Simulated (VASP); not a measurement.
A run of VASP 6.6.1 is set up as follows.

The input POSCAR:

```
In
1.0
   -1.6254700000      1.6254700000      2.4737000000
    1.6254700000     -1.6254700000      2.4737000000
    1.6254700000      1.6254700000     -2.4737000000
In
1
Direct
    0.0000000000      0.0000000000      0.0000000000
```

File INCAR.step1:

```
SYSTEM = In
PREC = Accurate ; ENCUT = 400
EDIFF = 1E-5 ; ISMEAR = 0
SIGMA = 0.1 ; LREAL = .False.
LASPH = .True. ; NELM = 120
ALGO = Normal ; ISIF = 2
LWAVE = .True. ; LCHARG = .False.
GGA = PE ; NBANDS = 12
GGA_COMPAT = .False. ; KPAR = 4
```

The input INCAR.step2:

```
SYSTEM = In
PREC = Accurate ; ENCUT = 400
EDIFF = 1E-6 ; ISMEAR = 0
SIGMA = 0.1 ; LREAL = .False.
LASPH = .True. ; NELM = 120
ALGO = Normal ; ISIF = 2
LWAVE = .False. ; LCHARG = .False.
GGA = PE ; LHFCALC = .True.
AEXX = 0.25 ; PRECFOCK = Normal
ISTART = 1 ; NBANDS = 12
GGA_COMPAT = .False. ; KPAR = 4
```

File KPOINTS:

```
Automatic mesh
0
Gamma
  8 8 8
  0 0 0
```

Potentials or basis: VASP PAW PBE potentials, release 64 (In_d).

The run is started by

```bash
$ cat potpaw_PBE.64/In_d/POTCAR > POTCAR
$ cp INCAR.step1 INCAR
$ mpirun -np 4 vasp_std > vasp.out
$ cp INCAR.step2 INCAR
$ mpirun -np 4 vasp_std > vasp.out
```

Q: Estimate the pressure.

A: 0.3 GPa.

Q: Predict the band gap on the k mesh.

A: Zero (an odd number of electrons rules out a gap without spin polarisation).

Stress tensor (GPa, compression positive):
```
-1.38  0.00  0.00
 0.00 -1.38  0.00
 0.00  0.00  3.60
```

Caveat: the PAW data sets were made with another functional, which shifts forces and pressure a little; spin-orbit coupling is left out, which moves the levels of the heavy elements.
